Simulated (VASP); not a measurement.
# CsI (Pm-3m) in VASP: further runs, part 2 of 3

VASP 6.6.1. The steps go on from the part before.

## Step 3: Single point, LDA (volume scaled by 0.94)

INCAR

```
PREC     = Accurate       # precision mode
ENCUT    = 500            # plane-wave cutoff, eV
EDIFF    = 1E-6           # SCF threshold, eV
ISMEAR   = -1             # smearing method
SIGMA    = 0.01           # smearing width, eV
LREAL    = F              # projectors in reciprocal space
LASPH    = T              # aspherical terms in the spheres
NELM     = 120            # most SCF steps
ALGO     = Normal         # electronic algorithm
ISIF     = 2              # what is computed and relaxed
LWAVE    = F              # write WAVECAR
LCHARG   = F              # write CHGCAR
NBANDS   = 15             # bands
GGA_COMPAT= F
```

KPOINTS

```
Automatic mesh
0
Gamma
  7 7 7
```

POSCAR

```
CsI
1.0
    4.4734758827      0.0000000000      0.0000000000
    0.0000000000      4.4734758827      0.0000000000
    0.0000000000      0.0000000000      4.4734758827
Cs I
1 1
Direct
    0.0000000000      0.0000000000      0.0000000000
    0.5000000000      0.5000000000      0.5000000000
```

Potentials or basis: VASP PAW LDA potentials, release 64 (Cs_sv, I).

Run with:

```
$ cat potpaw_LDA.64/Cs_sv/POTCAR potpaw_LDA.64/I/POTCAR > POTCAR
$ mpirun -np 1 vasp_std > vasp.out
```

OUTCAR:

```text
PREC = Accurate
   ENCUT = 500
   EDIFF = 1E-6
   ISMEAR = -1
   LREAL = F
   LASPH = T
   NELM = 120
   ISIF = 2

 ion  position               nearest neighbor table
   1  0.000  0.000  0.000-
   2  0.500  0.500  0.500-

  LATTYP: Found a simple cubic cell.
 ALAT       =     4.4734758827

  Lattice vectors:

 A1 = (   4.4734758827,   0.0000000000,   0.0000000000)
 A2 = (   0.0000000000,   4.4734758827,   0.0000000000)
 A3 = (   0.0000000000,   0.0000000000,   4.4734758827)

Analysis of symmetry for initial positions (statically):
=====================================================================
 Subroutine PRICEL returns:
 Original cell was already a primitive cell.

 Routine SETGRP: Setting up the symmetry group for a
 simple cubic supercell.

 Subroutine GETGRP returns: Found 48 space group operations
[... 9 lines left out ...]

 Routine SETGRP: Setting up the symmetry group for a
 simple cubic supercell.

 Subroutine GETGRP returns: Found 48 space group operations
[... 11 lines left out ...]
                                     Primitive cell

  volume of cell :      89.5231

  direct lattice vectors                    reciprocal lattice vectors
     4.473475883  0.000000000  0.000000000     0.223539821  0.000000000  0.000000000
     0.000000000  4.473475883  0.000000000     0.000000000  0.223539821  0.000000000
     0.000000000  0.000000000  4.473475883     0.000000000  0.000000000  0.223539821

  length of vectors
     4.473475883  4.473475883  4.473475883     0.223539821  0.223539821  0.223539821

  position of ions in fractional coordinates (direct lattice)
     0.000000000  0.000000000  0.000000000
     0.500000000  0.500000000  0.500000000

  ion indices of the primitive-cell ions
   primitive index   ion index
                 1           1
                 2           2

----------------------------------------------------------------------------------------

 KPOINTS: Automatic mesh

Automatic generation of k-mesh.
 Grid dimensions read from file:
 generate k-points for:    7    7    7

 Generating k-lattice:

  Cartesian coordinates                     Fractional coordinates (reciprocal lattice)
     0.031934260  0.000000000  0.000000000     0.142857143  0.000000000  0.000000000
     0.000000000  0.031934260  0.000000000     0.000000000  0.142857143  0.000000000
     0.000000000  0.000000000  0.031934260     0.000000000  0.000000000  0.142857143

  Length of vectors
     0.031934260  0.031934260  0.031934260

  Shift w.r.t. Gamma in fractional coordinates (k-lattice)
     0.000000000  0.000000000  0.000000000

 Subroutine IBZKPT returns following result:
 ===========================================

 Found     20 irreducible k-points:

 Following reciprocal coordinates:
            Coordinates               Weight
  0.000000  0.000000  0.000000      1.000000
  0.142857  0.000000  0.000000      6.000000
  0.285714  0.000000  0.000000      6.000000
  0.428571  0.000000  0.000000      6.000000
  0.142857  0.142857  0.000000     12.000000
  0.285714  0.142857  0.000000     24.000000
[... 12 lines left out ...]
  0.428571  0.428571  0.285714     24.000000
  0.428571  0.428571  0.428571      8.000000
   k-points           NKPTS =     20   k-points in BZ     NKDIM =     20   number of bands    NBANDS=     15
   number of dos      NEDOS =    301   number of ions     NIONS =      2
   total plane-waves  NPLWV =  46656
   dimension x,y,z NGX =    36 NGY =   36 NGZ =   36
   dimension x,y,z NGXF=    72 NGYF=   72 NGZF=   72
   ions per type =               1   1
   NGX,Y,Z   is equivalent  to a cutoff of  13.38, 13.38, 13.38 a.u.
   NGXF,Y,Z  is equivalent  to a cutoff of  26.76, 26.76, 26.76 a.u.
 SYSTEM =  unknown system
   PREC   = accura    normal or accurate (medium, high low for compatibility)
   ISTART =      0    job   : 0-new  1-cont  2-samecut
   ICHARG =      2    charge: 1-file 2-atom 10-const
   ISPIN  =      1    spin polarized calculation?
   LNONCOLLINEAR =      F non collinear calculations
   LSORBIT =      F    spin-orbit coupling
   LASPH  =      T    aspherical Exc in radial PAW
   ENCUT  =  500.0 eV  36.75 Ry    6.06 a.u.   8.16  8.16  8.16*2*pi/ulx,y,z
   NELM   =    120;   NELMIN=  2; NELMDL= -5     # of ELM steps
   EDIFF  = 0.1E-05   stopping-criterion for ELM
   LREAL  =      F    real-space projection
   EDIFFG = 0.1E-04   stopping-criterion for IOM
   NSW    =      0    number of steps for IOM
   IBRION =     -1    ionic relax: 0-MD 1-quasi-New 2-CG
   NFREE  =      0    steps in history (QN), initial steepest desc. (CG)
   ISIF   =      2    stress and relaxation
   ISYM   =      2    0-nonsym 1-usesym 2-fastsym
   POTIM  = 0.5000    time-step for ionic-motion
   TEBEG  =    0.0;   TEEND  =   0.0 temperature during run
   PSTRESS=    0.0 pullay stress
   NELECT =      16.0000    total number of electrons
   NUPDOWN=      -1.0000    fix difference up-down
   EMIN   =  10.00;   EMAX   =-10.00  energy-range for DOS
   EFERMI =   0.00;   METHOD = LEGACY
   ISMEAR =    -1;   SIGMA  =   0.01  broadening in eV -4-tet -1-fermi 0-gaus
   EFERMI_NEDOS =   21; number of points for ismear=-14 and -15
   IALGO  =     38    algorithm
   IMIX   =      4    mixing-type and parameters
     AMIX     =   0.40;   BMIX     =  1.00
     AMIX_MAG =   1.60;   BMIX_MAG =  1.00
  volume/ion in A,a.u.               =      44.76       302.07
  Fermi-wavevector in a.u.,A,eV,Ry     =   0.922153  1.742617 11.569938  0.850366
  Thomas-Fermi vector in A             =   2.047649
   LORBIT       =      0    0 simple, 1 ext, 2 COOP (PROOUT), +10 PAW based schemes
   GGA     = CA    functional components
   LHFCALC =     F    Hartree Fock is set to
   AEXX    =    0.0000 exact exchange contribution
   IVDW    =     0    specifies the selected vdW correction
   LEPSILON=     F    determine dielectric tensor
   LRPA    =     F    only Hartree local field effects (RPA)
 non-spin polarized calculation
  energy-cutoff  :      500.00
  volume of cell :       89.52
 maximum number of plane-waves:      2301
 NGX is ok and might be reduce to    36
   NGX = 17   NGY = 17   NGZ = 17

 number of electron      15.9999998 magnetization

 Free energy of the ion-electron system (eV)
  ---------------------------------------------------
  ext. energy  EPLUGINS =         0.00000000
  ---------------------------------------------------
  free energy    TOTEN  =        -6.17917780 eV

  energy without entropy =       -6.17917780  energy(sigma->0) =       -6.17917780

 E-fermi :   1.3236     XC(G=0):  -8.3339

 val. band max:        1.0170545782   @ k =   0.4286   0.4286   0.0000
 cond. band min:       4.8017947732   @ k =   0.0000   0.0000   0.0000
 fundamental gap:      3.7847401950
 Fermi energy:         1.3235554504

 k-point     1 :       0.0000    0.0000    0.0000
  band No.  band energies     occupation
      1     -19.2238      2.00000
      2      -9.7719      2.00000
      3      -5.9128      2.00000
      4      -5.9128      2.00000
      5      -5.9128      2.00000
      6       0.9705      2.00000
      7       0.9705      2.00000
      8       0.9705      2.00000
      9       4.8018      0.00000
     10       4.9094      0.00000
     11       4.9094      0.00000
     12       8.8557      0.00000
     13       8.8557      0.00000
     14       8.8557      0.00000
     15      11.3530      0.00000
[... 325 lines left out ...]
 k-point    20 :       0.4286    0.4286    0.4286
  band No.  band energies     occupation
      1     -19.1350      2.00000
      2      -9.4658      2.00000
      3      -6.2300      2.00000
      4      -6.2172      2.00000
      5      -6.2172      2.00000
      6      -0.3921      2.00000
      7      -0.3921      2.00000
      8      -0.2925      2.00000
      9       7.4599      0.00000
     10       7.9323      0.00000
     11       7.9323      0.00000
     12       9.0981      0.00000
     13       9.1306      0.00000
     14       9.1306      0.00000
     15      11.2778      0.00000

------------------------ aborting loop because EDIFF is reached ----------------------------------------

  FORCE on cell =-STRESS in cart. coord.  units (eV):
  Direction    XX          YY          ZZ          XY          YZ          ZX
  --------------------------------------------------------------------------------------
  -------------------------------------------------------------------------------------
  Total       -0.3749905     -0.3749905     -0.3749905     -0.0000000      0.0000000     -0.0000000
  in kB       -6.7111276     -6.7111276     -6.7111276     -0.0000000      0.0000000     -0.0000000
  external PRESSURE =      -6.7111276 kB  Pullay stress =       0.0000000 kB

 VOLUME and BASIS-vectors are now :
 -----------------------------------------------------------------------------
  energy-cutoff  :      500.00
  volume of cell :       89.52
      direct lattice vectors                 reciprocal lattice vectors
     4.473475883  0.000000000  0.000000000     0.223539821  0.000000000  0.000000000
     0.000000000  4.473475883  0.000000000     0.000000000  0.223539821  0.000000000
     0.000000000  0.000000000  4.473475883     0.000000000  0.000000000  0.223539821

 POSITION                                       TOTAL-FORCE (eV/Angst)
 -----------------------------------------------------------------------------------
      0.00000      0.00000      0.00000         0.000000      0.000000      0.000000
      2.23674      2.23674      2.23674         0.000000      0.000000      0.000000
 -----------------------------------------------------------------------------------
    total drift:                               -0.000000      0.000000      0.000000

  FREE ENERGIE OF THE ION-ELECTRON SYSTEM (eV)
  ---------------------------------------------------
  free  energy   TOTEN  =        -6.1791778029 eV

  energy  without entropy=       -6.1791778029  energy(sigma->0) =       -6.17917780
```

Run time: 25 s. Hardware: 1 thread of Intel Xeon 6975P-C, shared host; peak memory 0.18 GiB.

What came out:

```yaml
Free_energy: -6.1792 eV
Pressure: -0.7 GPa
Band_gap_on_the_k_mesh: 3.78 eV, indirect (least direct gap 3.83 eV)
```

Levels at points of the mesh, in eV from the valence-band top:
| k point | band 4 | band 5 | band 6 | band 7 | band 8 | band 9 | band 10 | band 11 | band 12 | band 13 |
| --- | --- | --- | --- | --- | --- | --- | --- | --- | --- | --- |
| (0.00, 0.00, 0.00) | -6.93 | -6.93 | -0.05 | -0.05 | -0.05 | 3.78 | 3.89 | 3.89 | 7.84 | 7.84 |

Caveat: spin-orbit coupling is left out, which moves the levels of the heavy elements. A k mesh can miss the band edges.

## Step 4: Single point, LDA (volume scaled by 0.96)

INCAR

```
SYSTEM = CsI
PREC = Accurate
ENCUT = 500
EDIFF = 1E-6
ISMEAR = -1
SIGMA = 0.01
LREAL = .FALSE.
LASPH = .TRUE.
NELM = 120
ALGO = Normal
ISIF = 2
LWAVE = .FALSE.
LCHARG = .FALSE.
GGA = CA
NBANDS = 15
GGA_COMPAT = .FALSE.
```

KPOINTS

```
Automatic mesh
0
G
  7 7 7
  0 0 0
```

POSCAR

```
CsI
1.0
    4.5049802719      0.0000000000      0.0000000000
    0.0000000000      4.5049802719      0.0000000000
    0.0000000000      0.0000000000      4.5049802719
Cs I
1 1
Direct
    0.0000000000      0.0000000000      0.0000000000
    0.5000000000      0.5000000000      0.5000000000
```

Potentials or basis: VASP PAW LDA potentials, release 64 (Cs_sv, I).

Run with:

```
$ cat potpaw_LDA.64/Cs_sv/POTCAR potpaw_LDA.64/I/POTCAR > POTCAR
$ mpirun -np 1 vasp_std > vasp.out
```

OUTCAR:

```text
SYSTEM = CsI
   PREC = Accurate
   ENCUT = 500
   EDIFF = 1E-6
   ISMEAR = -1
   LREAL = .FALSE.
   LASPH = .TRUE.
   NELM = 120
   ISIF = 2
   GGA = CA

 ion  position               nearest neighbor table
   1  0.000  0.000  0.000-
   2  0.500  0.500  0.500-

  LATTYP: Found a simple cubic cell.
 ALAT       =     4.5049802719

  Lattice vectors:

[... 536 lines left out ...]
     13       8.8889      0.00000
     14       8.8889      0.00000
     15      11.0281      0.00000

------------------------ aborting loop because EDIFF is reached ----------------------------------------

  FORCE on cell =-STRESS in cart. coord.  units (eV):
  Direction    XX          YY          ZZ          XY          YZ          ZX
  --------------------------------------------------------------------------------------
  -------------------------------------------------------------------------------------
  Total       -0.5345522     -0.5345522     -0.5345522      0.0000000     -0.0000000     -0.0000000
  in kB       -9.3674640     -9.3674640     -9.3674640      0.0000000     -0.0000000     -0.0000000
  external PRESSURE =      -9.3674640 kB  Pullay stress =       0.0000000 kB

 VOLUME and BASIS-vectors are now :
 -----------------------------------------------------------------------------
  energy-cutoff  :      500.00
  volume of cell :       91.43
      direct lattice vectors                 reciprocal lattice vectors
     4.504980272  0.000000000  0.000000000     0.221976555  0.000000000  0.000000000
     0.000000000  4.504980272  0.000000000     0.000000000  0.221976555  0.000000000
     0.000000000  0.000000000  4.504980272     0.000000000  0.000000000  0.221976555

 POSITION                                       TOTAL-FORCE (eV/Angst)
 -----------------------------------------------------------------------------------
      0.00000      0.00000      0.00000         0.000000      0.000000      0.000000
      2.25249      2.25249      2.25249         0.000000      0.000000      0.000000
 -----------------------------------------------------------------------------------
    total drift:                               -0.000000      0.000000      0.000000

  FREE ENERGIE OF THE ION-ELECTRON SYSTEM (eV)
  ---------------------------------------------------
  free  energy   TOTEN  =        -6.1697393558 eV

  energy  without entropy=       -6.1697393558  energy(sigma->0) =       -6.16973936
```

Wall time 22 s (1 thread of Intel Xeon 6975P-C, shared host); peak memory 0.18 GiB.

Results:

```
Free energy            : -6.1697 eV
Pressure               : -0.9 GPa
Band gap on the k mesh : 3.71 eV, indirect (least direct gap 3.76 eV)
```

Caveat: spin-orbit coupling is left out, which moves the levels of the heavy elements. A k mesh can miss the band edges.

[end of part 2 of 3]
